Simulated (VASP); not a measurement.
# BaO (Fm-3m) in VASP: a series of runs

The runs below take BaO through single point, with PBE.

All numbers are computed with VASP 6.6.1; they aren't measurements. Logs are shortened: lines on timing, memory, paths and dates and some standing lists are left out, and cuts for length are marked.

## (1) The cell of the first run

Symmetry: Fm-3m, No. 225, cubic system. The conventional cell has a = 5.389 Å, b = 5.389 Å, c = 5.389 Å, α = 90.00°, β = 90.00°, γ = 90.00°. Within 3.6 Å of Ba (site symmetry m-3m) lie 6 O at 2.69 Å. O (site symmetry m-3m) has 6 Ba at 2.69 Å within 3.6 Å.

## (2) Single point, PBE (19.56 Å³/atom)

Contents of INCAR:

```
  PREC = Accurate
  ENCUT = 600
  EDIFF = 1E-6
  ISMEAR = -1
  SIGMA = 0.02
  LREAL = False
  LASPH = True
  NELM = 120
  ALGO = Normal
  ISIF = 2
  LWAVE = False
  LCHARG = False
  GGA = PE
  NBANDS = 15
  GGA_COMPAT = False
```

Contents of KPOINTS:

```
regular mesh
0
Gamma
  8 8 8
```

Contents of POSCAR:

```
BaO
1.0
    0.0000000000      2.6943393494      2.6943393494
    2.6943393494      0.0000000000      2.6943393494
    2.6943393494      2.6943393494      0.0000000000
Ba O
1 1
Direct
    0.0000000000      0.0000000000      0.0000000000
    0.5000000000      0.5000000000      0.5000000000
```

Potentials or basis: VASP PAW PBE potentials, release 64 (Ba_sv, O).

Run with:

```bash
$ cat potpaw_PBE.64/Ba_sv/POTCAR potpaw_PBE.64/O/POTCAR > POTCAR
$ mpirun -np 1 vasp_std > vasp.out
```

OUTCAR:

```text
PREC = Accurate
   ENCUT = 600
   EDIFF = 1E-6
   ISMEAR = -1
   LREAL = False
   LASPH = True
   NELM = 120
   ISIF = 2
   GGA = PE

 ion  position               nearest neighbor table
   1  0.000  0.000  0.000-   2 2.69   2 2.69   2 2.69   2 2.69   2 2.69   2 2.69
   2  0.500  0.500  0.500-   1 2.69   1 2.69   1 2.69   1 2.69   1 2.69   1 2.69

  LATTYP: Found a face centered cubic cell.
 ALAT       =     5.3886786988

  Lattice vectors:

 A1 = (   0.0000000000,   2.6943393494,   2.6943393494)
 A2 = (   2.6943393494,   0.0000000000,   2.6943393494)
 A3 = (   2.6943393494,   2.6943393494,   0.0000000000)

Analysis of symmetry for initial positions (statically):
=====================================================================
 Subroutine PRICEL returns:
 Original cell was already a primitive cell.

 Routine SETGRP: Setting up the symmetry group for a
 face centered cubic supercell.

 Subroutine GETGRP returns: Found 48 space group operations
 (whereof 48 operations were pure point group operations)
 out of a pool of 48 trial point group operations.

The static configuration has the point symmetry O_h .

Analysis of symmetry for dynamics (positions and initial velocities):
=====================================================================
 Subroutine PRICEL returns:
 Original cell was already a primitive cell.

 Routine SETGRP: Setting up the symmetry group for a
 face centered cubic supercell.

 Subroutine GETGRP returns: Found 48 space group operations
 (whereof 48 operations were pure point group operations)
 out of a pool of 48 trial point group operations.

The dynamic configuration has the point symmetry O_h .

 Subroutine INISYM returns: Found 48 space group operations
 (whereof 48 operations are pure point group operations),
 and found     1 'primitive' translations

----------------------------------------------------------------------------------------

                                     Primitive cell

  volume of cell :      39.1189

  direct lattice vectors                    reciprocal lattice vectors
     0.000000000  2.694339349  2.694339349    -0.185574249  0.185574249  0.185574249
     2.694339349  0.000000000  2.694339349     0.185574249 -0.185574249  0.185574249
     2.694339349  2.694339349  0.000000000     0.185574249  0.185574249 -0.185574249

  length of vectors
     3.810371250  3.810371250  3.810371250     0.321424027  0.321424027  0.321424027

  position of ions in fractional coordinates (direct lattice)
     0.000000000  0.000000000  0.000000000
[... 88 lines left out ...]
   PSTRESS=    0.0 pullay stress
   NELECT =      16.0000    total number of electrons
   NUPDOWN=      -1.0000    fix difference up-down
   EMIN   =  10.00;   EMAX   =-10.00  energy-range for DOS
   EFERMI =   0.00;   METHOD = LEGACY
   ISMEAR =    -1;   SIGMA  =   0.02  broadening in eV -4-tet -1-fermi 0-gaus
   EFERMI_NEDOS =   21; number of points for ismear=-14 and -15
   IALGO  =     38    algorithm
   IMIX   =      4    mixing-type and parameters
     AMIX     =   0.40;   BMIX     =  1.00
     AMIX_MAG =   1.60;   BMIX_MAG =  1.00
  volume/ion in A,a.u.               =      19.56       131.99
  Fermi-wavevector in a.u.,A,eV,Ry     =   1.215213  2.296420 20.092315  1.476743
  Thomas-Fermi vector in A             =   2.350608
   LORBIT       =      0    0 simple, 1 ext, 2 COOP (PROOUT), +10 PAW based schemes
   GGA     = PE    functional components
   LHFCALC =     F    Hartree Fock is set to
   AEXX    =    0.0000 exact exchange contribution
   IVDW    =     0    specifies the selected vdW correction
   LEPSILON=     F    determine dielectric tensor
   LRPA    =     F    only Hartree local field effects (RPA)
 non-spin polarized calculation
  energy-cutoff  :      600.00
  volume of cell :       39.12
 maximum number of plane-waves:      1323
   NGX = 15   NGY = 15   NGZ = 15

 number of electron      15.9999997 magnetization

 Free energy of the ion-electron system (eV)
  ---------------------------------------------------
  ext. energy  EPLUGINS =         0.00000000
  ---------------------------------------------------
  free energy    TOTEN  =       -11.64935023 eV

  energy without entropy =      -11.64935023  energy(sigma->0) =      -11.64935023

 E-fermi :   2.9508     XC(G=0): -10.0072

 val. band max:        2.5039191788   @ k =   0.5000   0.5000   0.0000
 cond. band min:       4.1544842227   @ k =   0.5000   0.5000   0.0000
 fundamental gap:      1.6505650439
 Fermi energy:         2.9507844016

 k-point     1 :       0.0000    0.0000    0.0000
  band No.  band energies     occupation
      1     -23.4749      2.00000
      2     -12.7817      2.00000
      3      -7.7995      2.00000
      4      -7.7995      2.00000
      5      -7.7995      2.00000
      6       1.9210      2.00000
      7       1.9210      2.00000
      8       1.9210      2.00000
      9       6.3999      0.00000
     10       7.0987      0.00000
     11       7.0987      0.00000
     12       7.0987      0.00000
     13       9.5816      0.00000
     14       9.5816      0.00000
[... 401 lines left out ...]
      2     -13.5505      2.00000
      3      -8.5939      2.00000
      4      -8.5807      2.00000
      5      -7.9165      2.00000
      6       0.6054      2.00000
      7       1.3578      2.00000
      8       1.3980      2.00000
      9       7.3672      0.00000
     10       8.0091      0.00000
     11      10.6277      0.00000
     12      10.8171      0.00000
     13      13.1112      0.00000
     14      14.8478      0.00000
     15      15.3001      0.00000

 [... further k-points ...]

------------------------ aborting loop because EDIFF is reached ----------------------------------------

  FORCE on cell =-STRESS in cart. coord.  units (eV):
  Direction    XX          YY          ZZ          XY          YZ          ZX
  --------------------------------------------------------------------------------------
  -------------------------------------------------------------------------------------
  Total        2.7158637      2.7158637      2.7158637     -0.0000000     -0.0000000      0.0000000
  in kB      111.2324922    111.2324922    111.2324922     -0.0000000     -0.0000000      0.0000000
  external PRESSURE =     111.2324922 kB  Pullay stress =       0.0000000 kB

 VOLUME and BASIS-vectors are now :
 -----------------------------------------------------------------------------
  energy-cutoff  :      600.00
  volume of cell :       39.12
      direct lattice vectors                 reciprocal lattice vectors
     0.000000000  2.694339349  2.694339349    -0.185574249  0.185574249  0.185574249
     2.694339349  0.000000000  2.694339349     0.185574249 -0.185574249  0.185574249
     2.694339349  2.694339349  0.000000000     0.185574249  0.185574249 -0.185574249

 POSITION                                       TOTAL-FORCE (eV/Angst)
 -----------------------------------------------------------------------------------
      0.00000      0.00000      0.00000        -0.000000      0.000000      0.000000
      2.69434      2.69434      2.69434         0.000000     -0.000000     -0.000000
 -----------------------------------------------------------------------------------
    total drift:                                0.000000      0.000000      0.000000

  FREE ENERGIE OF THE ION-ELECTRON SYSTEM (eV)
  ---------------------------------------------------
  free  energy   TOTEN  =       -11.6493502347 eV

  energy  without entropy=      -11.6493502347  energy(sigma->0) =      -11.64935023
```

OSZICAR:

```text
N       E                     dE             d eps       ncg     rms          rms(c)
DAV:   1     0.873922972175E+02    0.87392E+02   -0.88413E+03   870   0.113E+03
DAV:   2    -0.995706098056E+01   -0.97349E+02   -0.86703E+02  1232   0.214E+02
DAV:   3    -0.142721827876E+02   -0.43151E+01   -0.42870E+01  1111   0.450E+01
DAV:   4    -0.143187864033E+02   -0.46604E-01   -0.46599E-01   975   0.509E+00
DAV:   5    -0.143195607067E+02   -0.77430E-03   -0.77428E-03  1130   0.591E-01    0.100E+01
DAV:   6    -0.118632124461E+02    0.24563E+01   -0.84461E+00   912   0.233E+01    0.649E+00
DAV:   7    -0.116711153196E+02    0.19210E+00   -0.55129E-01   983   0.607E+00    0.254E+00
DAV:   8    -0.116469894168E+02    0.24126E-01   -0.89771E-02  1059   0.310E+00    0.520E-01
DAV:   9    -0.116482825462E+02   -0.12931E-02   -0.79342E-03  1017   0.866E-01    0.156E-01
DAV:  10    -0.116493612881E+02   -0.10787E-02   -0.22106E-03   926   0.385E-01    0.447E-02
DAV:  11    -0.116493429447E+02    0.18343E-04   -0.16926E-04  1052   0.119E-01    0.221E-02
DAV:  12    -0.116493505428E+02   -0.75981E-05   -0.26381E-05   947   0.501E-02    0.495E-03
DAV:  13    -0.116493502347E+02    0.30815E-06   -0.18906E-06  1097   0.125E-02
   1 F= -.11649350E+02 E0= -.11649350E+02  d E =-.113594E-11
```

Wall time 9.3 s (1 thread of Intel Xeon 6975P-C (Granite Rapids), shared host); peak memory 0.18 GiB.

What came out:

- Free energy: -11.6494 eV
- Pressure: 11.1 GPa
- Band gap on the k mesh: 1.65 eV

Caveat: the cell stands under pressure; spin-orbit coupling is left out, which moves the levels of the heavy elements. A k mesh can miss the band edges.

## (3) Single point, PBE (20.17 Å³/atom)

This run uses another cell than the first one, of 20.17 Å³/atom.

Contents of INCAR:

```
SYSTEM = BaO
PREC = Accurate ; ENCUT = 600
EDIFF = 1E-6 ; ISMEAR = -1
SIGMA = 0.02 ; LREAL = .FALSE.
LASPH = .TRUE. ; NELM = 120
ALGO = Normal ; ISIF = 2
LWAVE = .FALSE. ; LCHARG = .TRUE.
GGA = PE ; LELF = .TRUE.
LVHAR = .TRUE. ; NBANDS = 15
GGA_COMPAT = .FALSE.
```

Contents of KPOINTS:

```
regular mesh
0
G
  8 8 8
  0 0 0
```

Contents of POSCAR:

```
BaO
1.0
    0.0000000000      2.7222203229      2.7222203229
    2.7222203229      0.0000000000      2.7222203229
    2.7222203229      2.7222203229      0.0000000000
Ba O
1 1
Direct
    0.0000000000      0.0000000000      0.0000000000
    0.5000000000      0.5000000000      0.5000000000
```

Potentials or basis: VASP PAW PBE potentials, release 64 (Ba_sv, O).

Run with:

```bash
$ cat potpaw_PBE.64/Ba_sv/POTCAR potpaw_PBE.64/O/POTCAR > POTCAR
$ mpirun -np 1 vasp_std > vasp.out
```

Wall time 8.8 s (1 thread of Intel Xeon 6975P-C (Granite Rapids), shared host); peak memory 0.18 GiB.

It converged, with:

```yaml
Free_energy: -11.7225 eV
Pressure: 7.7 GPa
Band_gap_on_the_k_mesh: 1.78 eV
```

Levels at points of the mesh, in eV from the valence-band top:
```csv
k point,band 4,band 5,band 6,band 7,band 8,band 9,band 10,band 11,band 12,band 13
"(0.00, 0.00, 0.00)",-10.34,-10.34,-0.49,-0.49,-0.49,3.76,4.64,4.64,4.64,7.04
"(0.50, 0.00, 0.00)",-10.47,-10.47,-2.22,-1.73,-1.73,4.97,7.29,7.29,8.46,10.87
"(0.50, 0.50, 0.00)",-11.02,-11.02,-0.24,-0.24,0.00,1.78,6.17,9.11,9.71,10.03
```

Caveat: the cell stands under pressure; spin-orbit coupling is left out, which moves the levels of the heavy elements. A k mesh can miss the band edges.

## (4) Single point, PBE

This run uses another cell than the first one, of 20.80 Å³/atom.

Contents of INCAR:

```
SYSTEM = BaO
ALGO = Normal ; EDIFF = 1E-6
ENCUT = 600 ; GGA = PE
GGA_COMPAT = .FALSE. ; ISIF = 2
ISMEAR = -1 ; LASPH = .TRUE.
LCHARG = .TRUE. ; LELF = .TRUE.
LREAL = .FALSE. ; LVHAR = .TRUE.
LWAVE = .FALSE. ; NBANDS = 15
NELM = 120 ; PREC = Accurate
SIGMA = 0.02
```

Contents of KPOINTS:

```
k-points
0
G
  8 8 8
  0 0 0
```

Contents of POSCAR:

```
BaO
1.0
    0.0000000000      2.7500000000      2.7500000000
    2.7500000000      0.0000000000      2.7500000000
    2.7500000000      2.7500000000      0.0000000000
Ba O
1 1
Direct
    0.0000000000      0.0000000000      0.0000000000
    0.5000000000      0.5000000000      0.5000000000
```

Run with:

```bash
$ cat potpaw_PBE.64/Ba_sv/POTCAR potpaw_PBE.64/O/POTCAR > POTCAR
$ mpirun -np 1 vasp_std > vasp.out
```

Run time: 9.1 s. Hardware: 1 thread of Intel Xeon 6975P-C (Granite Rapids), shared host; peak memory 0.18 GiB.

Results (log left out):

* Free energy: -11.7722 eV
* Pressure: 4.8 GPa
* Band gap on the k mesh: 1.90 eV

Levels at points of the mesh, in eV from the valence-band top:
| k point | band 5 | band 6 | band 7 | band 8 | band 9 | band 10 | band 11 | band 12 |
| --- | --- | --- | --- | --- | --- | --- | --- | --- |
| (0.00, 0.00, 0.00) | -10.39 | -0.40 | -0.40 | -0.40 | 3.63 | 4.67 | 4.67 | 4.67 |
| (0.50, 0.00, 0.00) | -10.51 | -2.08 | -1.58 | -1.58 | 4.94 | 7.21 | 7.21 | 8.30 |
| (0.50, 0.50, 0.00) | -11.01 | -0.19 | -0.19 | 0.00 | 1.90 | 6.05 | 8.98 | 9.52 |

Caveat: the cell stands under pressure; spin-orbit coupling is left out, which moves the levels of the heavy elements.

## (5) Single point, PBE (21.42 Å³/atom)

This run uses another cell than the first one, of 21.42 Å³/atom.

Contents of INCAR:

```
ALGO = Normal
EDIFF = 1E-6
ENCUT = 600
GGA = PE
GGA_COMPAT = False
ISIF = 2
ISMEAR = -1
LASPH = True
LCHARG = False
LREAL = False
LWAVE = False
NBANDS = 15
NELM = 120
PREC = Accurate
SIGMA = 0.02
```

Contents of KPOINTS:

```
k-points
0
Gamma
  8 8 8
```

Contents of POSCAR:

```
BaO
1.0
    0.0000000000      2.7772294936      2.7772294936
    2.7772294936      0.0000000000      2.7772294936
    2.7772294936      2.7772294936      0.0000000000
Ba O
1 1
Direct
    0.0000000000      0.0000000000      0.0000000000
    0.5000000000      0.5000000000      0.5000000000
```

Run with:

```bash
$ cat potpaw_PBE.64/Ba_sv/POTCAR potpaw_PBE.64/O/POTCAR > POTCAR
$ mpirun -np 1 vasp_std > vasp.out
```

Wall time 8.8 s (1 thread of Intel Xeon 6975P-C (Granite Rapids), shared host); peak memory 0.18 GiB.

The run converged. Its results:

```
Free energy            : -11.8008 eV
Pressure               : 2.3 GPa
Band gap on the k mesh : 2.00 eV
```

Levels at points of the mesh, in eV from the valence-band top:
| k point | band 6 | band 7 | band 8 | band 9 | band 10 | band 11 |
| --- | --- | --- | --- | --- | --- | --- |
| (0.00, 0.00, 0.00) | -0.32 | -0.32 | -0.32 | 3.51 | 4.69 | 4.69 |
| (0.50, 0.00, 0.00) | -1.96 | -1.44 | -1.44 | 4.92 | 7.13 | 7.13 |
| (0.50, 0.50, 0.00) | -0.15 | -0.15 | 0.00 | 2.00 | 5.94 | 8.85 |

Caveat: spin-orbit coupling is left out, which moves the levels of the heavy elements. A k mesh can miss the band edges.

## (6) Overview

| cell | gap on the mesh (eV) | pressure (GPa) |
| --- | --- | --- |
| a = 3.810 Å, angles 60.0°, 2 atoms | 1.65 | 11.1 |
| a = 3.850 Å, angles 60.0°, 2 atoms | 1.78 | 7.7 |
| a = 3.889 Å, angles 60.0°, 2 atoms | 1.90 | 4.8 |
| a = 3.928 Å, angles 60.0°, 2 atoms | 2.00 | 2.3 |

Alike in all rows: task single point; level PBE; potentials or basis VASP PAW PBE potentials, release 64 (Ba_sv, O); no spin polarisation; k mesh 8 × 8 × 8; cutoff (eV) 600; smearing fermi-dirac 0.02 eV.

Caveats: spin-orbit coupling is left out, which moves the levels of the heavy elements; the cell stands under pressure (at least some runs).

Total energies depend on the potentials used, so only differences within one code and one set of settings carry meaning.
